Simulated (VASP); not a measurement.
# MgO (Fm-3m) in VASP: settings compared

The runs below take MgO through single point, with HSE06, PBE0.

Program: VASP 6.6.1. These are calculated values, not measurements. Logs are shortened: lines on timing, memory, paths and dates and some standing lists are left out, and cuts for length are marked.

### 1 The cell of the first run

Symmetry: Fm-3m, No. 225, cubic system. The conventional cell has a = 4.204 Å, b = 4.204 Å, c = 4.204 Å, α = 90.00°, β = 90.00°, γ = 90.00°. Mg (site symmetry m-3m) has 6 O at 2.10 Å within 2.8 Å. O (site symmetry m-3m) has 6 Mg at 2.10 Å within 2.8 Å.

### 2 Single point, HSE06

File POSCAR:

```
MgO
1.0
    0.0000000000      2.1021677879      2.1021677879
    2.1021677879      0.0000000000      2.1021677879
    2.1021677879      2.1021677879      0.0000000000
Mg O
1 1
Direct
    0.0000000000      0.0000000000      0.0000000000
    0.5000000000      0.5000000000      0.5000000000
```

File INCAR.step1:

```
SYSTEM = MgO
PREC     = Accurate       ! precision mode
ENCUT    = 520            ! plane-wave cutoff, eV
EDIFF    = 1E-5           ! SCF threshold, eV
ISMEAR   = 0              ! smearing method
SIGMA    = 0.01           ! smearing width, eV
LREAL    = .False.        ! projectors in reciprocal space
LASPH    = .True.         ! aspherical terms in the spheres
NELM     = 60             ! most SCF steps
ALGO     = Normal         ! electronic algorithm
ISIF     = 2              ! what is computed and relaxed
LWAVE    = .True.         ! write WAVECAR
LCHARG   = .False.        ! write CHGCAR
GGA      = PE             ! functional
NBANDS   = 11             ! bands
```

File INCAR.step2:

```
SYSTEM = MgO
PREC     = Accurate       ! precision mode
ENCUT    = 520            ! plane-wave cutoff, eV
EDIFF    = 1E-6           ! SCF threshold, eV
ISMEAR   = 0              ! smearing method
SIGMA    = 0.01           ! smearing width, eV
LREAL    = .False.        ! projectors in reciprocal space
LASPH    = .True.         ! aspherical terms in the spheres
NELM     = 60             ! most SCF steps
ALGO     = Normal         ! electronic algorithm
ISIF     = 2              ! what is computed and relaxed
LWAVE    = .False.        ! write WAVECAR
LCHARG   = .False.        ! write CHGCAR
GGA      = PE             ! functional
LHFCALC  = .True.         ! exact exchange
HFSCREEN = 0.2079         ! screening, 1/A
PRECFOCK = Normal       
ISTART   = 1            
NBANDS   = 11             ! bands
```

File KPOINTS:

```
regular mesh
0
Gamma
  8 8 8
  0 0 0
```

Potentials or basis: VASP PAW PBE potentials, release 64 (Mg, O).

Launch:

```
> cat potpaw_PBE.64/Mg/POTCAR potpaw_PBE.64/O/POTCAR > POTCAR
> cp INCAR.step1 INCAR
> mpirun -np 1 vasp_std > vasp.out
> cp INCAR.step2 INCAR
> mpirun -np 1 vasp_std > vasp.out
```

OUTCAR:

```text
SYSTEM = MgO
   PREC = Accurate
   ENCUT = 520
   EDIFF = 1E-6
   ISMEAR = 0
   LREAL = .False.
   LASPH = .True.
   NELM = 60
   ISIF = 2
   GGA = PE
   LHFCALC = .True.
   HFSCREEN = 0.2079
   PRECFOCK = Normal
   ISTART = 1

 ion  position               nearest neighbor table
   1  0.000  0.000  0.000-   2 2.10   2 2.10   2 2.10   2 2.10   2 2.10   2 2.10
   2  0.500  0.500  0.500-   1 2.10   1 2.10   1 2.10   1 2.10   1 2.10   1 2.10

  LATTYP: Found a face centered cubic cell.
 ALAT       =     4.2043355758

  Lattice vectors:

 A1 = (   0.0000000000,   2.1021677879,   2.1021677879)
 A2 = (   2.1021677879,   0.0000000000,   2.1021677879)
 A3 = (   2.1021677879,   2.1021677879,   0.0000000000)

Analysis of symmetry for initial positions (statically):
=====================================================================
 Subroutine PRICEL returns:
 Original cell was already a primitive cell.

 Routine SETGRP: Setting up the symmetry group for a
 face centered cubic supercell.

 Subroutine GETGRP returns: Found 48 space group operations
 (whereof 48 operations were pure point group operations)
 out of a pool of 48 trial point group operations.

The static configuration has the point symmetry O_h .

Analysis of symmetry for dynamics (positions and initial velocities):
=====================================================================
 Subroutine PRICEL returns:
 Original cell was already a primitive cell.

 Routine SETGRP: Setting up the symmetry group for a
 face centered cubic supercell.

 Subroutine GETGRP returns: Found 48 space group operations
 (whereof 48 operations were pure point group operations)
 out of a pool of 48 trial point group operations.

The dynamic configuration has the point symmetry O_h .

 Subroutine INISYM returns: Found 48 space group operations
 (whereof 48 operations are pure point group operations),
 and found     1 'primitive' translations

----------------------------------------------------------------------------------------

                                     Primitive cell

  volume of cell :      18.5794

  direct lattice vectors                    reciprocal lattice vectors
     0.000000000  2.102167788  2.102167788    -0.237849711  0.237849711  0.237849711
     2.102167788  0.000000000  2.102167788     0.237849711 -0.237849711  0.237849711
     2.102167788  2.102167788  0.000000000     0.237849711  0.237849711 -0.237849711

  length of vectors
     2.972914196  2.972914196  2.972914196     0.411967783  0.411967783  0.411967783

  position of ions in fractional coordinates (direct lattice)
     0.000000000  0.000000000  0.000000000
[... 98 lines left out ...]
     AMIX_MAG =   1.60;   BMIX_MAG =  1.00
  volume/ion in A,a.u.               =       9.29        62.69
  Fermi-wavevector in a.u.,A,eV,Ry     =   1.236215  2.336108 20.792808  1.528228
  Thomas-Fermi vector in A             =   2.370833
   LORBIT       =      0    0 simple, 1 ext, 2 COOP (PROOUT), +10 PAW based schemes
   GGA     = PE    functional components
   LHFCALC =     T    Hartree Fock is set to
   PRECFOCK=normal    Normal, Fast or Accurate (Low or Medium for compatibility)
   ENCUT4O =  -1.0   cutoff for four orbital integrals eV
   NKREDX  =     1    reduce k-point grid by
   NKREDY  =     1    reduce k-point grid by
   NKREDZ  =     1    reduce k-point grid by
   AEXX    =    0.2500 exact exchange contribution
   HFSCREEN=    0.2079 screening length (either q_TF or 0.3 A-1)
   HFSCREENC=   0.2079 screening length for correlation (either q_TF or 0.3 A-1)
   ENCUTFOCK=  -1.0 apply spherical cutoff to Coloumb kernel
   IVDW    =     0    specifies the selected vdW correction
   LEPSILON=     F    determine dielectric tensor
   LRPA    =     F    only Hartree local field effects (RPA)
 non-spin polarized calculation
 Gauss-broadening in eV      SIGMA  =   0.01
  energy-cutoff  :      520.00
  volume of cell :       18.58
 maximum number of plane-waves:       531
 NGX is ok and might be reduce to    24
  NGX = 18; NGY = 18; NGZ = 18

 number of electron       8.0000004 magnetization

 Free energy of the ion-electron system (eV)
  ---------------------------------------------------
  ext. energy  EPLUGINS =         0.00000000
  ---------------------------------------------------
  free energy    TOTEN  =       -14.21023074 eV

  energy without entropy =      -14.21023074  energy(sigma->0) =      -14.21023074

 E-fermi :   2.0605     XC(G=0):  -9.1175

 val. band max:        1.9803170144   @ k =   0.0000   0.0000   0.0000
 cond. band min:       8.4761496441   @ k =   0.0000   0.0000   0.0000
 fundamental gap:      6.4958326297
 Fermi energy:         2.0605001943

 k-point     1 :       0.0000    0.0000    0.0000
  band No.  band energies     occupation
      1     -16.8722      2.00000
      2       1.9803      2.00000
      3       1.9803      2.00000
      4       1.9803      2.00000
      5       8.4761      0.00000
      6      19.7648      0.00000
      7      19.7648      0.00000
      8      19.7648      0.00000
      9      23.7081      0.00000
     10      25.6478      0.00000
     11      25.6478      0.00000
[... 309 lines left out ...]
 k-point    24 :      -0.3750    0.2500    0.1250
  band No.  band energies     occupation
      1     -15.3506      2.00000
      2      -2.3145      2.00000
      3      -0.1008      2.00000
      4       0.9021      2.00000
      5      13.5721      0.00000
      6      16.3836      0.00000
      7      17.5274      0.00000
      8      21.0831      0.00000
      9      24.7260      0.00000
     10      26.4089      0.00000
     11      30.4572      0.00000

 [... further k-points ...]

------------------------ aborting loop because EDIFF is reached ----------------------------------------

  FORCE on cell =-STRESS in cart. coord.  units (eV):
  Direction    XX          YY          ZZ          XY          YZ          ZX
  --------------------------------------------------------------------------------------
  -------------------------------------------------------------------------------------
  Total       -0.0749380     -0.0749380     -0.0749380      0.0000000     -0.0000000     -0.0000000
  in kB       -6.4621992     -6.4621992     -6.4621992      0.0000000     -0.0000000     -0.0000000
  external PRESSURE =      -6.4621992 kB  Pullay stress =       0.0000000 kB

 VOLUME and BASIS-vectors are now :
 -----------------------------------------------------------------------------
  energy-cutoff  :      520.00
  volume of cell :       18.58
      direct lattice vectors                 reciprocal lattice vectors
     0.000000000  2.102167788  2.102167788    -0.237849711  0.237849711  0.237849711
     2.102167788  0.000000000  2.102167788     0.237849711 -0.237849711  0.237849711
     2.102167788  2.102167788  0.000000000     0.237849711  0.237849711 -0.237849711

 POSITION                                       TOTAL-FORCE (eV/Angst)
 -----------------------------------------------------------------------------------
      0.00000      0.00000      0.00000         0.000000      0.000000      0.000000
      2.10217      2.10217      2.10217        -0.000000     -0.000000     -0.000000
 -----------------------------------------------------------------------------------
    total drift:                               -0.000491     -0.000663     -0.000662

  FREE ENERGIE OF THE ION-ELECTRON SYSTEM (eV)
  ---------------------------------------------------
  free  energy   TOTEN  =       -14.2102307415 eV

  energy  without entropy=      -14.2102307415  energy(sigma->0) =      -14.21023074
```

OUTCAR.step1:

```text
SYSTEM = MgO
   PREC = Accurate
   ENCUT = 520
   EDIFF = 1E-5
   ISMEAR = 0
   LREAL = .False.
   LASPH = .True.
[... 558 lines left out ...]
      0.00000      0.00000      0.00000         0.000000      0.000000      0.000000
      2.10217      2.10217      2.10217        -0.000000     -0.000000     -0.000000
 -----------------------------------------------------------------------------------
    total drift:                               -0.000000     -0.000000      0.000000

  FREE ENERGIE OF THE ION-ELECTRON SYSTEM (eV)
  ---------------------------------------------------
  free  energy   TOTEN  =       -11.9025546978 eV

  energy  without entropy=      -11.9025546978  energy(sigma->0) =      -11.90255470
```

It took 56 min on 1 thread of Intel Xeon 8259CL, shared host; peak memory 0.26 GiB.

Results:

| Quantity | Value |
| --- | --- |
| Free energy | -14.2102 eV |
| Pressure | -0.6 GPa |
| Band gap on the k mesh | 6.50 eV |

Caveat: the PAW data sets were made with another functional, which shifts forces and pressure a little.

### 3 Single point, PBE0

POSCAR is that of step 2.

File INCAR.step1:

```
  PREC = Accurate
  ENCUT = 520
  EDIFF = 1E-5
  ISMEAR = 0
  SIGMA = 0.01
  LREAL = False
  LASPH = True
  NELM = 80
  ALGO = Normal
  ISIF = 2
  LWAVE = True
  GGA = PE
  NBANDS = 11
```

File INCAR.step2:

```
  PREC = Accurate
  ENCUT = 520
  EDIFF = 1E-7
  ISMEAR = 0
  SIGMA = 0.01
  LREAL = False
  LASPH = True
  NELM = 80
  ALGO = Normal
  ISIF = 2
  LWAVE = False
  LCHARG = True
  GGA = PE
  LHFCALC = True
  AEXX = 0.25
  PRECFOCK = Normal
  LELF = True
  LVHAR = True
  ISTART = 1
  NBANDS = 11
```

File KPOINTS:

```
regular mesh
0
Gamma
  8 8 8
```

Potentials or basis: VASP PAW PBE potentials, release 64 (Mg, O).

Launch:

```
> cat potpaw_PBE.64/Mg/POTCAR potpaw_PBE.64/O/POTCAR > POTCAR
> cp INCAR.step1 INCAR
> mpirun -np 1 vasp_std > vasp.out
> cp INCAR.step2 INCAR
> mpirun -np 1 vasp_std > vasp.out
```

OUTCAR:

```text
PREC = Accurate
   ENCUT = 520
   EDIFF = 1E-7
   ISMEAR = 0
   LREAL = False
   LASPH = True
   NELM = 80
   ISIF = 2
   GGA = PE
   LHFCALC = True
   AEXX = 0.25
   PRECFOCK = Normal
   ISTART = 1

 ion  position               nearest neighbor table
   1  0.000  0.000  0.000-   2 2.10   2 2.10   2 2.10   2 2.10   2 2.10   2 2.10
   2  0.500  0.500  0.500-   1 2.10   1 2.10   1 2.10   1 2.10   1 2.10   1 2.10

  LATTYP: Found a face centered cubic cell.
 ALAT       =     4.2043355758

  Lattice vectors:

[... 531 lines left out ...]

------------------------ aborting loop because EDIFF is reached ----------------------------------------

  FORCE on cell =-STRESS in cart. coord.  units (eV):
  Direction    XX          YY          ZZ          XY          YZ          ZX
  --------------------------------------------------------------------------------------
  -------------------------------------------------------------------------------------
  Total       -0.0722445     -0.0722445     -0.0722445      0.0000000      0.0000000     -0.0000000
  in kB       -6.2299284     -6.2299284     -6.2299284      0.0000000      0.0000000     -0.0000000
  external PRESSURE =      -6.2299284 kB  Pullay stress =       0.0000000 kB

 VOLUME and BASIS-vectors are now :
 -----------------------------------------------------------------------------
  energy-cutoff  :      520.00
  volume of cell :       18.58
      direct lattice vectors                 reciprocal lattice vectors
     0.000000000  2.102167788  2.102167788    -0.237849711  0.237849711  0.237849711
     2.102167788  0.000000000  2.102167788     0.237849711 -0.237849711  0.237849711
     2.102167788  2.102167788  0.000000000     0.237849711  0.237849711 -0.237849711

 POSITION                                       TOTAL-FORCE (eV/Angst)
 -----------------------------------------------------------------------------------
      0.00000      0.00000      0.00000        -0.000000      0.000000     -0.000000
      2.10217      2.10217      2.10217         0.000000      0.000000      0.000000
 -----------------------------------------------------------------------------------
    total drift:                                0.000000     -0.000000     -0.000000

  FREE ENERGIE OF THE ION-ELECTRON SYSTEM (eV)
  ---------------------------------------------------
  free  energy   TOTEN  =       -14.7875819628 eV

  energy  without entropy=      -14.7875819628  energy(sigma->0) =      -14.78758196
```

OUTCAR.step1:

```text
PREC = Accurate
   ENCUT = 520
   EDIFF = 1E-5
   ISMEAR = 0
   LREAL = False
[... 559 lines left out ...]
      0.00000      0.00000      0.00000         0.000000      0.000000      0.000000
      2.10217      2.10217      2.10217        -0.000000     -0.000000     -0.000000
 -----------------------------------------------------------------------------------
    total drift:                               -0.000000     -0.000000      0.000000

  FREE ENERGIE OF THE ION-ELECTRON SYSTEM (eV)
  ---------------------------------------------------
  free  energy   TOTEN  =       -11.9025546978 eV

  energy  without entropy=      -11.9025546978  energy(sigma->0) =      -11.90255470
```

OSZICAR.step1:

```text
N       E                     dE             d eps       ncg     rms          rms(c)
DAV:   1     0.135338963272E+02    0.13534E+02   -0.46257E+03   734   0.648E+02
DAV:   2    -0.128738816659E+02   -0.26408E+02   -0.26004E+02   749   0.135E+02
DAV:   3    -0.134625724274E+02   -0.58869E+00   -0.58820E+00   758   0.175E+01
DAV:   4    -0.134639901610E+02   -0.14177E-02   -0.14177E-02   698   0.982E-01
DAV:   5    -0.134639946370E+02   -0.44760E-05   -0.44760E-05   743   0.535E-02    0.722E+00
DAV:   6    -0.119195400493E+02    0.15445E+01   -0.87430E+00   665   0.163E+01    0.221E+00
DAV:   7    -0.119080601688E+02    0.11480E-01   -0.51864E-02   695   0.207E+00    0.134E+00
DAV:   8    -0.119028965883E+02    0.51636E-02   -0.26969E-02   671   0.185E+00    0.230E-01
DAV:   9    -0.119025527845E+02    0.34380E-03   -0.52517E-04   725   0.160E-01    0.129E-01
DAV:  10    -0.119025528832E+02   -0.98728E-07   -0.45395E-04   701   0.158E-01    0.845E-03
DAV:  11    -0.119025546978E+02   -0.18146E-05   -0.22362E-06   382   0.129E-02
   1 F= -.11902555E+02 E0= -.11902555E+02  d E =-.778314E-20
```

It took 64 min on 1 thread of Intel Xeon 8259CL, shared host; peak memory 0.17 GiB.

Results:

| Quantity | Value |
| --- | --- |
| Free energy | -14.7876 eV |
| Pressure | -0.6 GPa |
| Band gap on the k mesh | 7.24 eV |

Caveat: the PAW data sets were made with another functional, which shifts forces and pressure a little.
